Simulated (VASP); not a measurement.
# B5Ru (P6/mmm) in VASP: single point with PBE

Aim: the single point of B5Ru with PBE.

Program: VASP 6.6.1. These are calculated values, not measurements. Logs are shortened: lines on timing, memory, paths and dates and some standing lists are left out, and cuts for length are marked.

## (1) The cell of the first run

The structure is hexagonal, space group P6/mmm (No. 191). Conventional cell: a = 4.104 Å, b = 4.104 Å, c = 2.999 Å, α = 90.00°, β = 90.00°, γ = 120.00°. B (site symmetry -6m2) has 9 B at 1.91 to 2.37 Å and 3 Ru at 2.37 Å within 2.5 Å. B (site symmetry mmm) has 8 B at 1.91 to 2.05 Å and 4 Ru at 2.54 Å within 2.6 Å. Within 3.1 Å of Ru (site symmetry 6/mmm) lie 18 B at 2.37 to 2.54 Å and 2 Ru at 3.00 Å.

## (2) Single point, PBE

The input, POSCAR:

```
B5Ru
1.0
    4.1038519949      0.0000000000      0.0000000000
   -2.0519259975      3.5540400809      0.0000000000
    0.0000000000      0.0000000000      2.9988533273
B Ru
5 1
Direct
    0.3333333333      0.6666666667      0.0000000000
    0.6666666667      0.3333333333      0.0000000000
    0.5000000000      0.0000000000      0.5000000000
    0.5000000000      0.5000000000      0.5000000000
    0.0000000000      0.5000000000      0.5000000000
    0.0000000000      0.0000000000      0.0000000000
```

The input, INCAR.step1:

```
SYSTEM = B5Ru
ALGO = Normal
EDIFF = 1E-6
ENCUT = 520
GGA = PE
ISIF = 2
ISMEAR = 0
LASPH = .True.
LCHARG = .True.
LMAXMIX = 4
LREAL = .False.
LWAVE = .False.
NBANDS = 24
NELM = 100
PREC = Accurate
SIGMA = 0.1
```

The input, KPOINTS.step1:

```
k-points
0
Gamma
  12 12 12
  0 0 0
```

The input, INCAR.step2:

```
SYSTEM = B5Ru
ALGO = Normal
EDIFF = 1E-6
ENCUT = 520
GGA = PE
ICHARG = 11
ISIF = 2
ISMEAR = -5
LASPH = .True.
LCHARG = .False.
LMAXMIX = 4
LORBIT = 11
LREAL = .False.
LWAVE = .False.
NEDOS = 2001
NELM = 100
PREC = Accurate
SIGMA = 0.1
```

The input, KPOINTS.step2:

```
k-points
0
Gamma
  18 18 18
  0 0 0
```

Potentials or basis: VASP PAW PBE potentials, release 64 (B, Ru_pv).

On the command line:

```bash
$ cat potpaw_PBE.64/B/POTCAR potpaw_PBE.64/Ru_pv/POTCAR > POTCAR
$ cp INCAR.step1 INCAR
$ cp KPOINTS.step1 KPOINTS
$ mpirun -np 1 vasp_std > vasp.out
$ cp INCAR.step2 INCAR
$ cp KPOINTS.step2 KPOINTS
$ mpirun -np 1 vasp_std > vasp.out
```

OUTCAR:

```text
SYSTEM = B5Ru
   EDIFF = 1E-6
   ENCUT = 520
   GGA = PE
   ICHARG = 11
   ISIF = 2
   ISMEAR = -5
   LASPH = .True.
   LORBIT = 11
   LREAL = .False.
   NELM = 100
   PREC = Accurate

 ion  position               nearest neighbor table
   1  0.333  0.667  0.000-   3 1.91   3 1.91   5 1.91   5 1.91   4 1.91   4 1.91   6 2.37   6 2.37
                             6 2.37
   2  0.667  0.333  0.000-   3 1.91   3 1.91   5 1.91   5 1.91   4 1.91   4 1.91   6 2.37   6 2.37
                             6 2.37
   3  0.500  0.000  0.500-   1 1.91   2 1.91   1 1.91   2 1.91   5 2.05   5 2.05   4 2.05   4 2.05
                             6 2.54   6 2.54   6 2.54   6 2.54
   4  0.500  0.500  0.500-   1 1.91   2 1.91   1 1.91   2 1.91   3 2.05   3 2.05   5 2.05   5 2.05
                             6 2.54   6 2.54   6 2.54   6 2.54
   5  0.000  0.500  0.500-   1 1.91   2 1.91   1 1.91   2 1.91   3 2.05   3 2.05   4 2.05   4 2.05
                             6 2.54   6 2.54   6 2.54   6 2.54
   6  0.000  0.000  0.000-   1 2.37   2 2.37   1 2.37   2 2.37   2 2.37   1 2.37   4 2.54   4 2.54
                             4 2.54   4 2.54   5 2.54   5 2.54   5 2.54   5 2.54   3 2.54   3 2.54

  LATTYP: Found a hexagonal cell.
 ALAT       =     4.1038519949
 C/A-ratio  =     0.7307411015

  Lattice vectors:

 A1 = (   4.1038519949,   0.0000000000,   0.0000000000)
 A2 = (  -2.0519259975,   3.5540400809,   0.0000000000)
 A3 = (   0.0000000000,   0.0000000000,   2.9988533273)

Analysis of symmetry for initial positions (statically):
=====================================================================
 Subroutine PRICEL returns:
 Original cell was already a primitive cell.

 Routine SETGRP: Setting up the symmetry group for a
 hexagonal supercell.

 Subroutine GETGRP returns: Found 24 space group operations
 (whereof 24 operations were pure point group operations)
 out of a pool of 24 trial point group operations.

The static configuration has the point symmetry D_6h.

Analysis of symmetry for dynamics (positions and initial velocities):
=====================================================================
 Subroutine PRICEL returns:
 Original cell was already a primitive cell.

 Routine SETGRP: Setting up the symmetry group for a
 hexagonal supercell.

 Subroutine GETGRP returns: Found 24 space group operations
 (whereof 24 operations were pure point group operations)
 out of a pool of 24 trial point group operations.

The dynamic configuration has the point symmetry D_6h.

 Subroutine INISYM returns: Found 24 space group operations
 (whereof 24 operations are pure point group operations),
 and found     1 'primitive' translations

----------------------------------------------------------------------------------------

                                     Primitive cell

  volume of cell :      43.7390

  direct lattice vectors                    reciprocal lattice vectors
     4.103851995  0.000000000  0.000000000     0.243673505  0.140684964  0.000000000
    -2.051925998  3.554040081  0.000000000     0.000000000  0.281369928  0.000000000
     0.000000000  0.000000000  2.998853327     0.000000000  0.000000000  0.333460790

  length of vectors
     4.103851995  4.103851995  2.998853327     0.281369928  0.281369928  0.333460790

  position of ions in fractional coordinates (direct lattice)
     0.333333333  0.666666667  0.000000000
     0.666666667  0.333333333  0.000000000
     0.500000000  0.000000000  0.500000000
     0.500000000  0.500000000  0.500000000
     0.000000000  0.500000000  0.500000000
     0.000000000  0.000000000  0.000000000

  ion indices of the primitive-cell ions
   primitive index   ion index
                 1           1
                 2           2
                 3           3
                 4           4
                 5           5
                 6           6

----------------------------------------------------------------------------------------

 KPOINTS: k-points

Automatic generation of k-mesh.
 Grid dimensions read from file:
 generate k-points for:   18   18   18

 Generating k-lattice:

  Cartesian coordinates                     Fractional coordinates (reciprocal lattice)
     0.013537417  0.007815831  0.000000000     0.055555556  0.000000000  0.000000000
     0.000000000  0.015631663  0.000000000     0.000000000  0.055555556  0.000000000
     0.000000000  0.000000000  0.018525599     0.000000000  0.000000000  0.055555556

  Length of vectors
     0.015631663  0.015631663  0.018525599

  Shift w.r.t. Gamma in fractional coordinates (k-lattice)
     0.000000000  0.000000000  0.000000000

 TETIRR: Found   5931 inequivalent tetrahedra from    34992

 Subroutine IBZKPT returns following result:
 ===========================================

 Found    370 irreducible k-points:

 Following reciprocal coordinates:
            Coordinates               Weight
  0.000000  0.000000  0.000000      1.000000
  0.055556  0.000000  0.000000      6.000000
  0.111111  0.000000  0.000000      6.000000
  0.166667  0.000000  0.000000      6.000000
  0.222222  0.000000  0.000000      6.000000
  0.277778 -0.000000  0.000000      6.000000
[... 16 lines left out ...]
  0.333333  0.111111  0.000000     12.000000
  0.388889  0.111111  0.000000     12.000000
 [... further k-points ...]
   k-points           NKPTS =    370   k-points in BZ     NKDIM =    370   number of bands    NBANDS=     18
   number of dos      NEDOS =   2001   number of ions     NIONS =      6
   total plane-waves  NPLWV =  24576
   dimension x,y,z NGX =    32 NGY =   32 NGZ =   24
   dimension x,y,z NGXF=    64 NGYF=   64 NGZF=   48
   ions per type =               5   1
   NGX,Y,Z   is equivalent  to a cutoff of  12.96, 12.96, 13.30 a.u.
   NGXF,Y,Z  is equivalent  to a cutoff of  25.93, 25.93, 26.61 a.u.
 SYSTEM =  B5Ru
   PREC   = accura    normal or accurate (medium, high low for compatibility)
   ISTART =      0    job   : 0-new  1-cont  2-samecut
   ICHARG =     11    charge: 1-file 2-atom 10-const
   ISPIN  =      1    spin polarized calculation?
   LNONCOLLINEAR =      F non collinear calculations
   LSORBIT =      F    spin-orbit coupling
   LASPH  =      T    aspherical Exc in radial PAW
   ENCUT  =  520.0 eV  38.22 Ry    6.18 a.u.   7.63  7.63  5.58*2*pi/ulx,y,z
   NELM   =    100;   NELMIN=  2; NELMDL=  0     # of ELM steps
   EDIFF  = 0.1E-05   stopping-criterion for ELM
   LREAL  =      F    real-space projection
[... 7 lines left out ...]
   TEBEG  =    0.0;   TEEND  =   0.0 temperature during run
   PSTRESS=    0.0 pullay stress
   NELECT =      29.0000    total number of electrons
   NUPDOWN=      -1.0000    fix difference up-down
   EMIN   =  10.00;   EMAX   =-10.00  energy-range for DOS
   EFERMI =   0.00;   METHOD = LEGACY
   ISMEAR =    -5;   SIGMA  =   0.10  broadening in eV -4-tet -1-fermi 0-gaus
   EFERMI_NEDOS =   21; number of points for ismear=-14 and -15
   IALGO  =     38    algorithm
   IMIX   =      4    mixing-type and parameters
     AMIX     =   0.40;   BMIX     =  1.00
     AMIX_MAG =   1.60;   BMIX_MAG =  1.00
  volume/ion in A,a.u.               =       7.29        49.19
  Fermi-wavevector in a.u.,A,eV,Ry     =   1.427527  2.697635 27.726417  2.037834
  Thomas-Fermi vector in A             =   2.547687
   LORBIT       =     11    0 simple, 1 ext, 2 COOP (PROOUT), +10 PAW based schemes
   GGA     = PE    functional components
   LHFCALC =     F    Hartree Fock is set to
   AEXX    =    0.0000 exact exchange contribution
   IVDW    =     0    specifies the selected vdW correction
   LEPSILON=     F    determine dielectric tensor
   LRPA    =     F    only Hartree local field effects (RPA)
 non-spin polarized calculation
 Fermi weights with tetrahedron method with Bloechl corrections
  energy-cutoff  :      520.00
  volume of cell :       43.74
 maximum number of plane-waves:      1217
 NGX is ok and might be reduce to    32

 number of electron      28.9999995 magnetization

 Free energy of the ion-electron system (eV)
  ---------------------------------------------------
  ext. energy  EPLUGINS =         0.00000000
  ---------------------------------------------------
  free energy    TOTEN  =       -36.95007110 eV

  energy without entropy =      -36.95007110  energy(sigma->0) =      -36.95007110

 E-fermi :  11.4791     XC(G=0): -13.2510

 val. band max:       11.5808571507   @ k =   0.1667   0.0000   0.5000
 cond. band min:      11.4053534249   @ k =   0.2222   0.1667   0.3889
 fundamental gap:     -0.1755037258
 Fermi energy:        11.4791252854

 k-point     1 :       0.0000    0.0000    0.0000
  band No.  band energies     occupation
      1     -32.2430      2.00000
      2     -32.2430      2.00000
      3     -31.7550      2.00000
      4      -5.9334      2.00000
      5       0.7238      2.00000
      6       1.9579      2.00000
[... 10 lines left out ...]
     17      13.2367      0.00000
     18      13.7236      0.00000

 k-point     2 :       0.0556    0.0000    0.0000
  band No.  band energies     occupation
      1     -32.2433      2.00000
      2     -32.2431      2.00000
      3     -31.7549      2.00000
      4      -5.9027      2.00000
      5       0.4493      2.00000
      6       1.9601      2.00000
[... 10 lines left out ...]
     17      13.3010      0.00000
     18      13.7660      0.00000

 k-point     3 :       0.1111    0.0000    0.0000
  band No.  band energies     occupation
      1     -32.2444      2.00000
      2     -32.2434      2.00000
      3     -31.7548      2.00000
      4      -5.8112      2.00000
      5      -0.0628      2.00000
      6       1.9666      2.00000
[... 412 lines left out ...]
 k-point    23 :       0.3333    0.1111    0.0000
  band No.  band energies     occupation
      1     -32.2537      2.00000
      2     -32.2469      2.00000
      3     -31.7538      2.00000
      4      -4.4851      2.00000
      5      -2.6284      2.00000
      6       1.2047      2.00000
[... 10 lines left out ...]
     17      13.6725      0.00000
     18      14.1553      0.00000

 k-point    24 :       0.3889    0.1111    0.0000
  band No.  band energies     occupation
      1     -32.2546      2.00000
      2     -32.2473      2.00000
      3     -31.7537      2.00000
      4      -4.1605      2.00000
      5      -3.0128      2.00000
      6       1.1006      2.00000
[... 10 lines left out ...]
     17      13.5461      0.00000
     18      13.9945      0.00000

 [... further k-points ...]
[... 5 lines left out ...]
  --------------------------------------------------------------------------------------
  -------------------------------------------------------------------------------------
  Total        0.2424019      0.2424019      0.2812587     -0.0000000      0.0000000      0.0000000
  in kB        8.8792708      8.8792708     10.3026129     -0.0000000      0.0000000      0.0000000
  external PRESSURE =       9.3537181 kB  Pullay stress =       0.0000000 kB

 VOLUME and BASIS-vectors are now :
 -----------------------------------------------------------------------------
  energy-cutoff  :      520.00
  volume of cell :       43.74
      direct lattice vectors                 reciprocal lattice vectors
     4.103851995  0.000000000  0.000000000     0.243673505  0.140684964  0.000000000
    -2.051925998  3.554040081  0.000000000     0.000000000  0.281369928  0.000000000
     0.000000000  0.000000000  2.998853327     0.000000000  0.000000000  0.333460790

 POSITION                                       TOTAL-FORCE (eV/Angst)
 -----------------------------------------------------------------------------------
     -0.00000      2.36936      0.00000         0.000000      0.000000     -0.000000
      2.05193      1.18468      0.00000        -0.000000      0.000000      0.000000
      2.05193      0.00000      1.49943         0.000000      0.000000     -0.000000
      1.02596      1.77702      1.49943         0.000000      0.000000     -0.000000
     -1.02596      1.77702      1.49943         0.000000      0.000000     -0.000000
      0.00000      0.00000      0.00000         0.000000      0.000000     -0.000000
 -----------------------------------------------------------------------------------
    total drift:                                0.000000     -0.000000     -0.000000

  FREE ENERGIE OF THE ION-ELECTRON SYSTEM (eV)
  ---------------------------------------------------
  free  energy   TOTEN  =       -36.9500711025 eV

  energy  without entropy=      -36.9500711025  energy(sigma->0) =      -36.95007110

 total charge

# of ion       s       p       d       tot
------------------------------------------
    1        0.668   1.193   0.000   1.861
    2        0.668   1.193   0.000   1.861
    3        0.644   1.101   0.000   1.746
    4        0.644   1.101   0.000   1.746
    5        0.644   1.101   0.000   1.746
    6        0.264   6.266   6.217  12.747
--------------------------------------------------
tot          3.533  11.956   6.217  21.706
```

Wall time 3.6 min (1 thread of Intel Xeon Platinum 8488C (Sapphire Rapids), shared host); peak memory 0.38 GiB.

Results:

| Property | Result |
| --- | --- |
| Valence electrons inside the program's atomic spheres | B 1.86, 1.75 (each value once); Ru 12.75 |
